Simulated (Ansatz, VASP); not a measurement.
## Pd: VASP beside Ansatz

INCAR

```
SYSTEM = Pd
PREC = Accurate ; ENCUT = 520
EDIFF = 1E-6 ; ISMEAR = -1
SIGMA = 0.05 ; LREAL = .FALSE.
LASPH = .TRUE. ; NELM = 80
ALGO = Normal ; ISIF = 2
LWAVE = .FALSE. ; LCHARG = .FALSE.
GGA = PS ; NBANDS = 17
```

Contents of KPOINTS:

```
Automatic mesh
0
G
  11 11 6
  0 0 0
```

POSCAR

```
Pd
1.0
    2.7649821671      0.0000000000      0.0000000000
   -1.3824910836      2.3945447978      0.0000000000
    0.0000000000      0.0000000000      4.5978256680
Pd
2
Direct
    0.3333333333      0.6666666667      0.2500000000
    0.6666666667      0.3333333333      0.7500000000
```

Contents of input.yaml:

```yaml
crystal:
  lattice:
    - [2.7649821671, 0.0, 0.0]
    - [-1.3824910836, 2.3945447978, 0.0]
    - [0.0, 0.0, 4.597825668]
  atoms:
    - { symbol: Pd, position: [0.3333333333, 0.6666666667, 0.25] }
    - { symbol: Pd, position: [0.6666666667, 0.3333333333, 0.75] }
kpoints:
  mp_grid: { grid: [11, 11, 6] }
scf:
  occupations: { method: fermi_dirac, width: 0.05 }
hamiltonian:
  xc: pbesol
  pseudopotentials: { kind: all_electron, lapw: { basis_error: 0.001 } }
output:
  forces: true
  stress: true
  eigenvalues: true
```

Change from the starting cell: volume scaled by 0.98.

Alike in both runs: task single point; functional PBEsol; k mesh 11 × 11 × 6; occupations fermi-dirac, width 0.05 eV; no spin polarisation.

|  | VASP | Ansatz |
| --- | --- | --- |
| version | VASP 6.6.1 | Ansatz 0.2.0 |
| potentials or method | VASP PAW PBE potentials, release 64 (Pd), cutoff 520 eV | all-electron LAPW, scalar-relativistic |

|  | VASP | Ansatz | Ansatz less VASP |
| --- | --- | --- | --- |
| gap on the k mesh at the Fermi level (eV) | none | none | - |
| pressure (GPa) | -7.6 | -7.3 | +0.22 |
| traceless stress, the component that is largest in VASP (GPa) | 0.28 | 0.36 | +0.074 |

VASP's potentials were made for PBE, not for PBEsol. A gap of «none» marks a metal or a gap that the smearing closes. Ansatz ran all-electron here, and VASP with PAW potentials.
